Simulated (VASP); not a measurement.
Input of a VASP 6.6.1 run:

INCAR

```
SYSTEM = Ag
ALGO = Normal
EDIFF = 1E-7
ENCUT = 520
GGA = PE
ISIF = 2
ISMEAR = -1
LASPH = .TRUE.
LCHARG = .FALSE.
LREAL = .FALSE.
LWAVE = .FALSE.
NBANDS = 12
NELM = 100
PREC = Accurate
SIGMA = 0.05
```

Contents of KPOINTS:

```
k-points
0
G
  15 15 15
  0 0 0
```

POSCAR

```
Ag
1.0
    0.0000000000      2.0154871556      2.0154871556
    2.0154871556      0.0000000000      2.0154871556
    2.0154871556      2.0154871556      0.0000000000
Ag
1
Direct
    0.0000000000      0.0000000000      0.0000000000
```

Potentials or basis: VASP PAW PBE potentials, release 64 (Ag).

Run with:

```bash
$ cat potpaw_PBE.64/Ag/POTCAR > POTCAR
$ mpirun -np 1 vasp_std > vasp.out
```

Question: Predict the pressure.

Answer: 9.7 GPa.
